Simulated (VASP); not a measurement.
# GaAs (zinc blende) (F-43m) in VASP: single point with PBE

Aim: the single point of GaAs (zinc blende) with PBE.

All numbers are computed with VASP 6.6.1; they aren't measurements. Logs are shortened: lines on timing, memory, paths and dates and some standing lists are left out, and cuts for length are marked.

## 1. The cell of the first run

The structure is cubic, space group F-43m (No. 216). Conventional cell: a = 5.727 Å, b = 5.727 Å, c = 5.727 Å, α = 90.00°, β = 90.00°, γ = 90.00°. Within 3.3 Å of Ga (site symmetry -43m) lie 4 As at 2.48 Å. Within 3.3 Å of As (site symmetry -43m) lie 4 Ga at 2.48 Å.

## 2. Single point, PBE (volume scaled by 1.04)

Contents of INCAR:

```
SYSTEM = GaAs
PREC = Accurate ; ENCUT = 520
EDIFF = 1E-7 ; ISMEAR = 0
SIGMA = 0.02 ; LREAL = .False.
LASPH = .True. ; NELM = 100
ALGO = Normal ; ISIF = 2
LWAVE = .False. ; LCHARG = .False.
GGA = PE ; NBANDS = 16
```

Contents of KPOINTS:

```
regular mesh
0
Gamma
  12 12 12
  0 0 0
```

Contents of POSCAR:

```
GaAs
1.0
    0.0000000000      2.8636950549      2.8636950549
    2.8636950549      0.0000000000      2.8636950549
    2.8636950549      2.8636950549      0.0000000000
Ga As
1 1
Direct
    0.0000000000      0.0000000000      0.0000000000
    0.2500000000      0.2500000000      0.2500000000
```

Potentials or basis: VASP PAW PBE potentials, release 64 (Ga_d, As).

The run is started by

```console
$ cat potpaw_PBE.64/Ga_d/POTCAR potpaw_PBE.64/As/POTCAR > POTCAR
$ mpirun -np 1 vasp_std > vasp.out
```

OUTCAR:

```text
SYSTEM = GaAs
   PREC = Accurate
   ENCUT = 520
   EDIFF = 1E-7
   ISMEAR = 0
   LREAL = .False.
   LASPH = .True.
   NELM = 100
   ISIF = 2
   GGA = PE

 ion  position               nearest neighbor table
   1  0.000  0.000  0.000-   2 2.48   2 2.48   2 2.48   2 2.48
   2  0.250  0.250  0.250-   1 2.48   1 2.48   1 2.48   1 2.48

  LATTYP: Found a face centered cubic cell.
 ALAT       =     5.7273901098

  Lattice vectors:

 A1 = (   0.0000000000,   2.8636950549,   2.8636950549)
 A2 = (   2.8636950549,   0.0000000000,   2.8636950549)
 A3 = (   2.8636950549,   2.8636950549,   0.0000000000)

Analysis of symmetry for initial positions (statically):
=====================================================================
 Subroutine PRICEL returns:
 Original cell was already a primitive cell.

 Routine SETGRP: Setting up the symmetry group for a
 face centered cubic supercell.

 Subroutine GETGRP returns: Found 24 space group operations
 (whereof 24 operations were pure point group operations)
 out of a pool of 48 trial point group operations.

The static configuration has the point symmetry T_d .

Analysis of symmetry for dynamics (positions and initial velocities):
=====================================================================
 Subroutine PRICEL returns:
 Original cell was already a primitive cell.

 Routine SETGRP: Setting up the symmetry group for a
 face centered cubic supercell.

 Subroutine GETGRP returns: Found 24 space group operations
 (whereof 24 operations were pure point group operations)
 out of a pool of 48 trial point group operations.

The dynamic configuration has the point symmetry T_d .

 Subroutine INISYM returns: Found 24 space group operations
 (whereof 24 operations are pure point group operations),
 and found     1 'primitive' translations

----------------------------------------------------------------------------------------

                                     Primitive cell

  volume of cell :      46.9689

  direct lattice vectors                    reciprocal lattice vectors
     0.000000000  2.863695055  2.863695055    -0.174599596  0.174599596  0.174599596
     2.863695055  0.000000000  2.863695055     0.174599596 -0.174599596  0.174599596
     2.863695055  2.863695055  0.000000000     0.174599596  0.174599596 -0.174599596

  length of vectors
     4.049876385  4.049876385  4.049876385     0.302415371  0.302415371  0.302415371

  position of ions in fractional coordinates (direct lattice)
     0.000000000  0.000000000  0.000000000
     0.250000000  0.250000000  0.250000000

  ion indices of the primitive-cell ions
   primitive index   ion index
                 1           1
                 2           2

----------------------------------------------------------------------------------------

 KPOINTS: regular mesh

Automatic generation of k-mesh.
 Grid dimensions read from file:
 generate k-points for:   12   12   12

 Generating k-lattice:

  Cartesian coordinates                     Fractional coordinates (reciprocal lattice)
    -0.014549966  0.014549966  0.014549966     0.083333333  0.000000000  0.000000000
     0.014549966 -0.014549966  0.014549966     0.000000000  0.083333333  0.000000000
     0.014549966  0.014549966 -0.014549966     0.000000000  0.000000000  0.083333333

  Length of vectors
     0.025201281  0.025201281  0.025201281

  Shift w.r.t. Gamma in fractional coordinates (k-lattice)
     0.000000000  0.000000000  0.000000000

 Subroutine IBZKPT returns following result:
 ===========================================

 Found     72 irreducible k-points:

 Following reciprocal coordinates:
            Coordinates               Weight
  0.000000  0.000000  0.000000      1.000000
  0.083333  0.000000  0.000000      8.000000
  0.166667  0.000000  0.000000      8.000000
  0.250000  0.000000  0.000000      8.000000
  0.333333  0.000000  0.000000      8.000000
  0.416667  0.000000  0.000000      8.000000
[... 16 lines left out ...]
  0.500000  0.166667  0.000000     24.000000
 -0.416667  0.166667  0.000000     24.000000
 [... further k-points ...]
   k-points           NKPTS =     72   k-points in BZ     NKDIM =     72   number of bands    NBANDS=     16
   number of dos      NEDOS =    301   number of ions     NIONS =      2
   total plane-waves  NPLWV =  27000
   dimension x,y,z NGX =    30 NGY =   30 NGZ =   30
   dimension x,y,z NGXF=    60 NGYF=   60 NGZF=   60
   ions per type =               1   1
   NGX,Y,Z   is equivalent  to a cutoff of  12.31, 12.31, 12.31 a.u.
   NGXF,Y,Z  is equivalent  to a cutoff of  24.63, 24.63, 24.63 a.u.
 SYSTEM =  GaAs
   PREC   = accura    normal or accurate (medium, high low for compatibility)
   ISTART =      0    job   : 0-new  1-cont  2-samecut
   ICHARG =      2    charge: 1-file 2-atom 10-const
   ISPIN  =      1    spin polarized calculation?
   LNONCOLLINEAR =      F non collinear calculations
   LSORBIT =      F    spin-orbit coupling
   LASPH  =      T    aspherical Exc in radial PAW
   ENCUT  =  520.0 eV  38.22 Ry    6.18 a.u.   7.53  7.53  7.53*2*pi/ulx,y,z
   NELM   =    100;   NELMIN=  2; NELMDL= -5     # of ELM steps
   EDIFF  = 0.1E-06   stopping-criterion for ELM
   LREAL  =      F    real-space projection
   EDIFFG = 0.1E-05   stopping-criterion for IOM
   NSW    =      0    number of steps for IOM
   IBRION =     -1    ionic relax: 0-MD 1-quasi-New 2-CG
   NFREE  =      0    steps in history (QN), initial steepest desc. (CG)
   ISIF   =      2    stress and relaxation
   ISYM   =      2    0-nonsym 1-usesym 2-fastsym
   POTIM  = 0.5000    time-step for ionic-motion
   TEBEG  =    0.0;   TEEND  =   0.0 temperature during run
   PSTRESS=    0.0 pullay stress
   NELECT =      18.0000    total number of electrons
   NUPDOWN=      -1.0000    fix difference up-down
   EMIN   =  10.00;   EMAX   =-10.00  energy-range for DOS
   EFERMI =   0.00;   METHOD = LEGACY
   ISMEAR =     0;   SIGMA  =   0.02  broadening in eV -4-tet -1-fermi 0-gaus
   EFERMI_NEDOS =   21; number of points for ismear=-14 and -15
   IALGO  =     38    algorithm
   IMIX   =      4    mixing-type and parameters
     AMIX     =   0.40;   BMIX     =  1.00
     AMIX_MAG =   1.60;   BMIX_MAG =  1.00
  volume/ion in A,a.u.               =      23.48       158.48
  Fermi-wavevector in a.u.,A,eV,Ry     =   1.189129  2.247128 19.239009  1.414027
  Thomas-Fermi vector in A             =   2.325243
   LORBIT       =      0    0 simple, 1 ext, 2 COOP (PROOUT), +10 PAW based schemes
   GGA     = PE    functional components
   LHFCALC =     F    Hartree Fock is set to
   AEXX    =    0.0000 exact exchange contribution
   IVDW    =     0    specifies the selected vdW correction
   LEPSILON=     F    determine dielectric tensor
   LRPA    =     F    only Hartree local field effects (RPA)
 non-spin polarized calculation
 Gauss-broadening in eV      SIGMA  =   0.02
  energy-cutoff  :      520.00
  volume of cell :       46.97
 maximum number of plane-waves:      1284
   NGX = 15   NGY = 15   NGZ = 15

 number of electron      17.9999984 magnetization

 Free energy of the ion-electron system (eV)
  ---------------------------------------------------
  ext. energy  EPLUGINS =         0.00000000
  ---------------------------------------------------
  free energy    TOTEN  =        -8.27497892 eV

  energy without entropy =       -8.27497892  energy(sigma->0) =       -8.27497892

 E-fermi :   3.6767     XC(G=0):  -9.4146

 val. band max:        3.5733648664   @ k =   0.0000   0.0000   0.0000
 cond. band min:       3.8054049448   @ k =   0.0000   0.0000   0.0000
 fundamental gap:      0.2320400784
 Fermi energy:         3.6766903550

 k-point     1 :       0.0000    0.0000    0.0000
  band No.  band energies     occupation
      1     -11.1667      2.00000
      2     -11.1667      2.00000
      3     -11.1667      2.00000
      4     -11.0966      2.00000
      5     -11.0966      2.00000
      6      -8.8800      2.00000
[... 8 lines left out ...]
     15      13.6004      0.00000
     16      13.6004      0.00000

 k-point     2 :       0.0833    0.0000    0.0000
  band No.  band energies     occupation
      1     -11.1719      2.00000
      2     -11.1653      2.00000
      3     -11.1653      2.00000
      4     -11.0967      2.00000
      5     -11.0967      2.00000
      6      -8.8027      2.00000
[... 8 lines left out ...]
     15      13.0933      0.00000
     16      13.0933      0.00000

 k-point     3 :       0.1667    0.0000    0.0000
  band No.  band energies     occupation
      1     -11.1854      2.00000
      2     -11.1616      2.00000
      3     -11.1616      2.00000
      4     -11.0967      2.00000
      5     -11.0967      2.00000
      6      -8.5778      2.00000
[... 8 lines left out ...]
     15      12.5666      0.00000
     16      12.5666      0.00000

 k-point     4 :       0.2500    0.0000    0.0000
  band No.  band energies     occupation
      1     -11.2027      2.00000
      2     -11.1569      2.00000
      3     -11.1569      2.00000
      4     -11.0963      2.00000
      5     -11.0963      2.00000
      6      -8.2276      2.00000
[... 8 lines left out ...]
     15      12.5429      0.00000
     16      12.5429      0.00000

 k-point     5 :       0.3333    0.0000    0.0000
  band No.  band energies     occupation
      1     -11.2189      2.00000
      2     -11.1529      2.00000
      3     -11.1529      2.00000
      4     -11.0952      2.00000
      5     -11.0952      2.00000
      6      -7.8016      2.00000
[... 8 lines left out ...]
     15      13.1465      0.00000
     16      13.1465      0.00000

 k-point     6 :       0.4167    0.0000    0.0000
  band No.  band energies     occupation
      1     -11.2302      2.00000
      2     -11.1505      2.00000
      3     -11.1505      2.00000
      4     -11.0939      2.00000
      5     -11.0939      2.00000
      6      -7.4069      2.00000
[... 8 lines left out ...]
     15      14.2452      0.00000
     16      14.2452      0.00000

 k-point     7 :       0.5000    0.0000    0.0000
  band No.  band energies     occupation
      1     -11.2343      2.00000
      2     -11.1497      2.00000
      3     -11.1497      2.00000
      4     -11.0933      2.00000
      5     -11.0933      2.00000
      6      -7.2331      2.00000
[... 8 lines left out ...]
     15      15.2524      0.00000
     16      15.2524      0.00000

 k-point     8 :       0.0833    0.0833    0.0000
  band No.  band energies     occupation
      1     -11.1751      2.00000
      2     -11.1640      2.00000
      3     -11.1640      2.00000
      4     -11.0977      2.00000
      5     -11.0959      2.00000
      6      -8.7770      2.00000
[... 8 lines left out ...]
     15      12.3817      0.00000
     16      13.7102      0.00000

 k-point     9 :       0.1667    0.0833    0.0000
  band No.  band energies     occupation
      1     -11.1861      2.00000
      2     -11.1609      2.00000
      3     -11.1603      2.00000
      4     -11.0988      2.00000
      5     -11.0952      2.00000
      6      -8.6012      2.00000
[... 8 lines left out ...]
     15      12.4866      0.00000
     16      13.4284      0.00000
[... 172 lines left out ...]
 k-point    19 :       0.1667    0.1667    0.0000
  band No.  band energies     occupation
      1     -11.1959      2.00000
      2     -11.1564      2.00000
      3     -11.1564      2.00000
      4     -11.1011      2.00000
      5     -11.0938      2.00000
      6      -8.4766      2.00000
[... 8 lines left out ...]
     15      13.0492      0.00000
     16      14.0388      0.00000

 k-point    20 :       0.2500    0.1667    0.0000
  band No.  band energies     occupation
      1     -11.2091      2.00000
      2     -11.1520      2.00000
      3     -11.1513      2.00000
      4     -11.1030      2.00000
      5     -11.0926      2.00000
      6      -8.2150      2.00000
[... 8 lines left out ...]
     15      13.9010      0.00000
     16      14.0661      0.00000

 k-point    21 :       0.3333    0.1667    0.0000
  band No.  band energies     occupation
      1     -11.2222      2.00000
      2     -11.1488      2.00000
      3     -11.1467      2.00000
      4     -11.1035      2.00000
      5     -11.0916      2.00000
      6      -7.8456      2.00000
[... 8 lines left out ...]
     15      14.1940      0.00000
     16      14.3719      0.00000

 k-point    22 :       0.4167    0.1667    0.0000
  band No.  band energies     occupation
      1     -11.2327      2.00000
      2     -11.1469      2.00000
      3     -11.1437      2.00000
      4     -11.1022      2.00000
      5     -11.0912      2.00000
      6      -7.4325      2.00000
[... 8 lines left out ...]
     15      14.3190      0.00000
     16      15.1903      0.00000

 k-point    23 :       0.5000    0.1667    0.0000
  band No.  band energies     occupation
      1     -11.2385      2.00000
      2     -11.1461      2.00000
      3     -11.1427      2.00000
      4     -11.0997      2.00000
      5     -11.0920      2.00000
      6      -7.1077      2.00000
[... 8 lines left out ...]
     15      14.9030      0.00000
     16      15.2785      0.00000

 k-point    24 :      -0.4167    0.1667    0.0000
  band No.  band energies     occupation
      1     -11.2385      2.00000
      2     -11.1463      2.00000
      3     -11.1434      2.00000
      4     -11.0972      2.00000
      5     -11.0941      2.00000
      6      -7.0559      2.00000
[... 8 lines left out ...]
     15      13.8196      0.00000
     16      14.5342      0.00000

 [... further k-points ...]

------------------------ aborting loop because EDIFF is reached ----------------------------------------

  FORCE on cell =-STRESS in cart. coord.  units (eV):
  Direction    XX          YY          ZZ          XY          YZ          ZX
  --------------------------------------------------------------------------------------
  -------------------------------------------------------------------------------------
  Total        0.2237654      0.2237654      0.2237654     -0.0000000     -0.0000000     -0.0000000
  in kB        7.6329653      7.6329653      7.6329653     -0.0000000     -0.0000000     -0.0000000
  external PRESSURE =       7.6329653 kB  Pullay stress =       0.0000000 kB

 VOLUME and BASIS-vectors are now :
 -----------------------------------------------------------------------------
  energy-cutoff  :      520.00
  volume of cell :       46.97
      direct lattice vectors                 reciprocal lattice vectors
     0.000000000  2.863695055  2.863695055    -0.174599596  0.174599596  0.174599596
     2.863695055  0.000000000  2.863695055     0.174599596 -0.174599596  0.174599596
     2.863695055  2.863695055  0.000000000     0.174599596  0.174599596 -0.174599596

 POSITION                                       TOTAL-FORCE (eV/Angst)
 -----------------------------------------------------------------------------------
      0.00000      0.00000      0.00000         0.000000      0.000000      0.000000
      1.43185      1.43185      1.43185        -0.000000     -0.000000     -0.000000
 -----------------------------------------------------------------------------------
    total drift:                                0.000002      0.000002      0.000002

  FREE ENERGIE OF THE ION-ELECTRON SYSTEM (eV)
  ---------------------------------------------------
  free  energy   TOTEN  =        -8.2749789238 eV

  energy  without entropy=       -8.2749789238  energy(sigma->0) =       -8.27497892
```

Wall time 29 s (1 thread of Intel Xeon Platinum 8559C (Emerald Rapids), shared host); peak memory 0.2 GiB.

Results:

```
Free energy            : -8.2750 eV
Pressure               : 0.8 GPa
Band gap on the k mesh : 0.23 eV, direct
```
